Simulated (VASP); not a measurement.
# P (P6_3/mmc) in VASP: a series of runs

The runs below take P through single point, with PBE.

All numbers are computed with VASP 6.6.1; they aren't measurements. Logs are shortened: lines on timing, memory, paths and dates and some standing lists are left out, and cuts for length are marked.

## (1) The cell of the first run

It takes space group P6_3/mmc (No. 194, hexagonal). The conventional cell has a = 2.163 Å, b = 2.163 Å, c = 3.468 Å, α = 90.00°, β = 90.00°, γ = 120.00°. Within 2.8 Å of P (site symmetry -6m2) lie 12 P at 2.14 to 2.16 Å.

This isn't the form of P at room conditions, which is orthorhombic.

## (2) Single point, PBE

Contents of INCAR:

```
SYSTEM = P
PREC = Accurate
ENCUT = 520
EDIFF = 1E-7
ISMEAR = -1
SIGMA = 0.1
LREAL = .False.
LASPH = .True.
NELM = 60
ALGO = Normal
ISIF = 2
LWAVE = .False.
LCHARG = .False.
GGA = PE
NBANDS = 12
```

Contents of KPOINTS:

```
Automatic mesh
0
Gamma
  20 20 11
  0 0 0
```

Contents of POSCAR:

```
P
1.0
    2.1628375583      0.0000000000      0.0000000000
   -1.0814187792      1.8730722698      0.0000000000
    0.0000000000      0.0000000000      3.4682032320
P
2
Direct
    0.3333333333      0.6666666667      0.2500000000
    0.6666666667      0.3333333333      0.7500000000
```

Potentials or basis: VASP PAW PBE potentials, release 64 (P).

Run with:

```sh
> cat potpaw_PBE.64/P/POTCAR > POTCAR
> mpirun -np 1 vasp_std > vasp.out
```

OUTCAR:

```text
SYSTEM = P
   PREC = Accurate
   ENCUT = 520
   EDIFF = 1E-7
   ISMEAR = -1
   LREAL = .False.
   LASPH = .True.
   NELM = 60
   ISIF = 2
   GGA = PE

 ion  position               nearest neighbor table
   1  0.333  0.667  0.250-   2 2.14   2 2.14   2 2.14   2 2.14   2 2.14   2 2.14
   2  0.667  0.333  0.750-   1 2.14   1 2.14   1 2.14   1 2.14   1 2.14   1 2.14

  LATTYP: Found a hexagonal cell.
 ALAT       =     2.1628375583
 C/A-ratio  =     1.6035430949

  Lattice vectors:

 A1 = (   2.1628375583,   0.0000000000,   0.0000000000)
 A2 = (  -1.0814187792,   1.8730722698,   0.0000000000)
 A3 = (   0.0000000000,   0.0000000000,   3.4682032320)

Analysis of symmetry for initial positions (statically):
=====================================================================
 Subroutine PRICEL returns:
 Original cell was already a primitive cell.

 Routine SETGRP: Setting up the symmetry group for a
 hexagonal supercell.

 Subroutine GETGRP returns: Found 24 space group operations
 (whereof 12 operations were pure point group operations)
 out of a pool of 24 trial point group operations.

The static configuration has the point symmetry D_3d.
 The point group associated with its full space group is D_6h.

Analysis of symmetry for dynamics (positions and initial velocities):
=====================================================================
 Subroutine PRICEL returns:
 Original cell was already a primitive cell.

 Routine SETGRP: Setting up the symmetry group for a
 hexagonal supercell.

 Subroutine GETGRP returns: Found 24 space group operations
 (whereof 12 operations were pure point group operations)
 out of a pool of 24 trial point group operations.

The dynamic configuration has the point symmetry D_3d.
 The point group associated with its full space group is D_6h.

 Subroutine INISYM returns: Found 24 space group operations
 (whereof 12 operations are pure point group operations),
 and found     1 'primitive' translations

----------------------------------------------------------------------------------------

                                     Primitive cell

  volume of cell :      14.0502

  direct lattice vectors                    reciprocal lattice vectors
     2.162837558  0.000000000  0.000000000     0.462355574  0.266941115  0.000000000
    -1.081418779  1.873072270  0.000000000     0.000000000  0.533882230  0.000000000
     0.000000000  0.000000000  3.468203232     0.000000000  0.000000000  0.288333737

  length of vectors
     2.162837558  2.162837558  3.468203232     0.533882230  0.533882230  0.288333737

  position of ions in fractional coordinates (direct lattice)
     0.333333333  0.666666667  0.250000000
     0.666666667  0.333333333  0.750000000

  ion indices of the primitive-cell ions
   primitive index   ion index
                 1           1
                 2           2

----------------------------------------------------------------------------------------

 KPOINTS: Automatic mesh

Automatic generation of k-mesh.
 Grid dimensions read from file:
 generate k-points for:   20   20   11

 Generating k-lattice:

  Cartesian coordinates                     Fractional coordinates (reciprocal lattice)
     0.023117779  0.013347056  0.000000000     0.050000000 -0.000000000  0.000000000
     0.000000000  0.026694111  0.000000000     0.000000000  0.050000000  0.000000000
     0.000000000  0.000000000  0.026212158     0.000000000  0.000000000  0.090909091

  Length of vectors
     0.026694111  0.026694111  0.026212158

  Shift w.r.t. Gamma in fractional coordinates (k-lattice)
     0.000000000  0.000000000  0.000000000

 Subroutine IBZKPT returns following result:
 ===========================================

 Found    264 irreducible k-points:

 Following reciprocal coordinates:
            Coordinates               Weight
  0.000000  0.000000  0.000000      1.000000
  0.050000  0.000000  0.000000      6.000000
  0.100000  0.000000  0.000000      6.000000
  0.150000  0.000000  0.000000      6.000000
  0.200000  0.000000  0.000000      6.000000
  0.250000 -0.000000  0.000000      6.000000
[... 16 lines left out ...]
  0.200000  0.100000  0.000000     12.000000
  0.250000  0.100000  0.000000     12.000000
 [... further k-points ...]
   k-points           NKPTS =    264   k-points in BZ     NKDIM =    264   number of bands    NBANDS=     12
   number of dos      NEDOS =    301   number of ions     NIONS =      2
   total plane-waves  NPLWV =   7168
   dimension x,y,z NGX =    16 NGY =   16 NGZ =   28
   dimension x,y,z NGXF=    32 NGYF=   32 NGZF=   56
   ions per type =               2
   NGX,Y,Z   is equivalent  to a cutoff of  12.30, 12.30, 13.42 a.u.
   NGXF,Y,Z  is equivalent  to a cutoff of  24.60, 24.60, 26.84 a.u.
 SYSTEM =  P
   PREC   = accura    normal or accurate (medium, high low for compatibility)
   ISTART =      0    job   : 0-new  1-cont  2-samecut
   ICHARG =      2    charge: 1-file 2-atom 10-const
   ISPIN  =      1    spin polarized calculation?
   LNONCOLLINEAR =      F non collinear calculations
   LSORBIT =      F    spin-orbit coupling
   LASPH  =      T    aspherical Exc in radial PAW
   ENCUT  =  520.0 eV  38.22 Ry    6.18 a.u.   4.02  4.02  6.45*2*pi/ulx,y,z
   NELM   =     60;   NELMIN=  2; NELMDL= -5     # of ELM steps
   EDIFF  = 0.1E-06   stopping-criterion for ELM
   LREAL  =      F    real-space projection
   EDIFFG = 0.1E-05   stopping-criterion for IOM
   NSW    =      0    number of steps for IOM
   IBRION =     -1    ionic relax: 0-MD 1-quasi-New 2-CG
   NFREE  =      0    steps in history (QN), initial steepest desc. (CG)
   ISIF   =      2    stress and relaxation
   ISYM   =      2    0-nonsym 1-usesym 2-fastsym
   POTIM  = 0.5000    time-step for ionic-motion
   TEBEG  =    0.0;   TEEND  =   0.0 temperature during run
   PSTRESS=    0.0 pullay stress
   NELECT =      10.0000    total number of electrons
   NUPDOWN=      -1.0000    fix difference up-down
   EMIN   =  10.00;   EMAX   =-10.00  energy-range for DOS
   EFERMI =   0.00;   METHOD = LEGACY
   ISMEAR =    -1;   SIGMA  =   0.10  broadening in eV -4-tet -1-fermi 0-gaus
   EFERMI_NEDOS =   21; number of points for ismear=-14 and -15
   IALGO  =     38    algorithm
   IMIX   =      4    mixing-type and parameters
     AMIX     =   0.40;   BMIX     =  1.00
     AMIX_MAG =   1.60;   BMIX_MAG =  1.00
  volume/ion in A,a.u.               =       7.03        47.41
  Fermi-wavevector in a.u.,A,eV,Ry     =   1.461663  2.762142 29.068275  2.136458
  Thomas-Fermi vector in A             =   2.577968
   LORBIT       =      0    0 simple, 1 ext, 2 COOP (PROOUT), +10 PAW based schemes
   GGA     = PE    functional components
   LHFCALC =     F    Hartree Fock is set to
   AEXX    =    0.0000 exact exchange contribution
   IVDW    =     0    specifies the selected vdW correction
   LEPSILON=     F    determine dielectric tensor
   LRPA    =     F    only Hartree local field effects (RPA)
 non-spin polarized calculation
  energy-cutoff  :      520.00
  volume of cell :       14.05
 maximum number of plane-waves:       386
   NGX =  9   NGY =  9   NGZ = 13

 number of electron      10.0000000 magnetization

 Free energy of the ion-electron system (eV)
  ---------------------------------------------------
  ext. energy  EPLUGINS =         0.00000000
  ---------------------------------------------------
  free energy    TOTEN  =        -2.36630058 eV

  energy without entropy =       -2.34895574  energy(sigma->0) =       -2.35762816

 E-fermi :  23.7376     XC(G=0): -14.8879

 val. band max:       23.7055720141   @ k =   0.3000   0.1000   0.0909
 cond. band min:      23.7444455253   @ k =   0.3500   0.2500   0.0909
 fundamental gap:      0.0388735112
 Fermi energy:        23.7375520581

 k-point     1 :       0.0000    0.0000    0.0000
  band No.  band energies     occupation
      1      -2.7144      2.00000
      2       8.1880      2.00000
      3       9.4447      2.00000
      4      33.3119      0.00000
      5      33.3119      0.00000
      6      34.0433      0.00000
      7      34.0433      0.00000
      8      36.5638      0.00000
      9      40.4955      0.00000
     10      41.4932      0.00000
     11      42.2104      0.00000
     12      42.2163      0.00000

 k-point     2 :       0.0500    0.0000    0.0000
  band No.  band energies     occupation
      1      -2.6131      2.00000
      2       8.2817      2.00000
      3       9.5398      2.00000
      4      31.2040      0.00000
      5      32.0031      0.00000
      6      34.1238      0.00000
      7      35.5267      0.00000
      8      37.4830      0.00000
      9      40.4479      0.00000
     10      40.7335      0.00000
     11      41.4476      0.00000
     12      41.6124      0.00000

 k-point     3 :       0.1000    0.0000    0.0000
  band No.  band energies     occupation
      1      -2.3093      2.00000
      2       8.5629      2.00000
      3       9.8237      2.00000
      4      28.2241      0.00000
      5      30.5636      0.00000
      6      33.1707      0.00000
      7      37.4714      0.00000
      8      37.8079      0.00000
      9      37.9844      0.00000
     10      39.6553      0.00000
     11      40.2321      0.00000
     12      40.6295      0.00000

 k-point     4 :       0.1500    0.0000    0.0000
  band No.  band energies     occupation
      1      -1.8041      2.00000
      2       9.0316      2.00000
      3      10.2909      2.00000
      4      25.1919      0.00000
      5      29.2883      0.00000
      6      31.8561      0.00000
      7      35.1330      0.00000
      8      35.9965      0.00000
      9      38.8234      0.00000
     10      39.4129      0.00000
     11      39.9479      0.00000
     12      40.0793      0.00000

 k-point     5 :       0.2000    0.0000    0.0000
  band No.  band energies     occupation
      1      -1.0992      2.00000
      2       9.6878      2.00000
      3      10.9289      2.00000
      4      22.2545      2.00000
      5      28.1852      0.00000
      6      30.3387      0.00000
      7      32.2402      0.00000
      8      34.0416      0.00000
      9      38.0383      0.00000
     10      38.2572      0.00000
     11      40.3767      0.00000
     12      42.1344      0.00000
[... 228 lines left out ...]
      1      -1.5016      2.00000
      2       9.3128      2.00000
      3      10.5677      2.00000
      4      25.2743      0.00000
      5      25.5700      0.00000
      6      34.5036      0.00000
      7      35.0351      0.00000
      8      35.5739      0.00000
      9      36.4326      0.00000
     10      36.9903      0.00000
     11      37.7970      0.00000
     12      41.5925      0.00000

 k-point    22 :       0.1500    0.1000    0.0000
  band No.  band energies     occupation
      1      -0.7980      2.00000
      2       9.9690      2.00000
      3      11.1988      2.00000
      4      22.4835      1.99999
      5      24.2639      0.01030
      6      32.1355      0.00000
      7      32.9393      0.00000
      8      35.1116      0.00000
      9      35.2730      0.00000
     10      35.7084      0.00000
     11      39.0342      0.00000
     12      42.3544      0.00000

 k-point    23 :       0.2000    0.1000    0.0000
  band No.  band energies     occupation
      1       0.1026      2.00000
      2      10.8126      2.00000
      3      11.9670      2.00000
      4      19.7303      2.00000
      5      23.2331      1.98720
      6      29.5347      0.00000
      7      30.6317      0.00000
      8      34.0103      0.00000
      9      34.3287      0.00000
     10      34.9555      0.00000
     11      41.1346      0.00000
     12      42.8884      0.00000

 k-point    24 :       0.2500    0.1000    0.0000
  band No.  band energies     occupation
      1       1.1970      2.00000
      2      11.8426      2.00000
      3      12.7591      2.00000
      4      17.2637      2.00000
      5      22.3527      2.00000
      6      26.9453      0.00000
      7      28.4016      0.00000
      8      33.0487      0.00000
      9      33.6651      0.00000
     10      34.2542      0.00000
     11      42.6821      0.00000
     12      43.8283      0.00000

 [... further k-points ...]

------------------------ aborting loop because EDIFF is reached ----------------------------------------

  FORCE on cell =-STRESS in cart. coord.  units (eV):
  Direction    XX          YY          ZZ          XY          YZ          ZX
  --------------------------------------------------------------------------------------
  -------------------------------------------------------------------------------------
  Total       23.3094764     23.3094764     23.2689426     -0.0000000     -0.0000000      0.0000000
  in kB     2658.0315048   2658.0315050   2653.4093546     -0.0000001     -0.0000000      0.0000000
  external PRESSURE =    2656.4907881 kB  Pullay stress =       0.0000000 kB

 VOLUME and BASIS-vectors are now :
 -----------------------------------------------------------------------------
  energy-cutoff  :      520.00
  volume of cell :       14.05
      direct lattice vectors                 reciprocal lattice vectors
     2.162837558  0.000000000  0.000000000     0.462355574  0.266941115  0.000000000
    -1.081418779  1.873072270  0.000000000     0.000000000  0.533882230  0.000000000
     0.000000000  0.000000000  3.468203232     0.000000000  0.000000000  0.288333737

 POSITION                                       TOTAL-FORCE (eV/Angst)
 -----------------------------------------------------------------------------------
     -0.00000      1.24871      0.86705         0.000000     -0.000000      0.000000
      1.08142      0.62436      2.60115        -0.000000      0.000000      0.000000
 -----------------------------------------------------------------------------------
    total drift:                               -0.000000      0.000000     -0.000000

  FREE ENERGIE OF THE ION-ELECTRON SYSTEM (eV)
  ---------------------------------------------------
  free  energy   TOTEN  =        -2.3663005849 eV

  energy  without entropy=       -2.3489557415  energy(sigma->0) =       -2.35762816
```

It took 36 s on 1 thread of Intel Xeon 8259CL, shared host; peak memory 0.14 GiB.

What came out:

```
Free energy            : -2.3663 eV
Pressure               : 265.6 GPa
Band gap on the k mesh : zero (bands 5 and 6 overlap by 19.31 eV)
```

Levels at points of the mesh, in eV from the Fermi level:
| k point | band 1 | band 2 | band 3 | band 4 | band 5 | band 6 | band 7 | band 8 | band 9 | band 10 |
| --- | --- | --- | --- | --- | --- | --- | --- | --- | --- | --- |
| (0.00, 0.00, 0.00) | -26.45 | -15.55 | -14.29 | 9.57 | 9.57 | 10.31 | 10.31 | 12.83 | 16.76 | 17.76 |
| (0.50, 0.00, 0.00) | -16.68 | -16.54 | -6.90 | -5.25 | -5.23 | -4.11 | 1.41 | 5.45 | 11.08 | 11.73 |

Caveat: the cell stands under pressure.

## (3) Single point, PBE

Contents of INCAR:

```
ALGO = Normal
EDIFF = 1E-6
ENCUT = 520
GGA = PE
ISIF = 2
ISMEAR = -1
LASPH = True
LCHARG = True
LELF = True
LREAL = False
LVHAR = True
LWAVE = False
NBANDS = 12
NELM = 80
PREC = Accurate
SIGMA = 0.1
```

Contents of KPOINTS:

```
k-points
0
Gamma
  20 20 11
```

Contents of POSCAR:

```
P
1.0
    2.1634596485      0.0000000000      0.0000000000
   -1.0817298243      1.8736110156      0.0000000000
    0.0000000000      0.0000000000      3.4688142307
P
2
Direct
    0.3333333333      0.6666666667      0.2500000000
    0.6666666667      0.3333333333      0.7500000000
```

Potentials or basis: VASP PAW PBE potentials, release 64 (P).

Run with:

```sh
> cat potpaw_PBE.64/P/POTCAR > POTCAR
> mpirun -np 1 vasp_std > vasp.out
```

Run time: 35 s. Hardware: 1 thread of Intel Xeon 8259CL, shared host; peak memory 0.14 GiB.

It converged, with:

```
Free energy            : -2.3838 eV
Pressure               : 265.0 GPa
Band gap on the k mesh : zero (bands 5 and 6 overlap by 19.30 eV)
```

Stress tensor (GPa, compression positive):
```
265.11   0.00   0.00
  0.00 265.11   0.00
  0.00   0.00 264.69
```

Levels at points of the mesh, in eV from the Fermi level:
| k point | band 3 | band 4 | band 5 | band 6 | band 7 | band 8 |
| --- | --- | --- | --- | --- | --- | --- |
| (0.00, 0.00, 0.00) | -14.28 | 9.57 | 9.57 | 10.30 | 10.30 | 12.83 |
| (0.50, 0.00, 0.00) | -6.89 | -5.25 | -5.22 | -4.11 | 1.41 | 5.44 |

Caveat: the cell stands under pressure.

The gap in the log of VASP goes by the Fermi energy; the results here count the filled bands.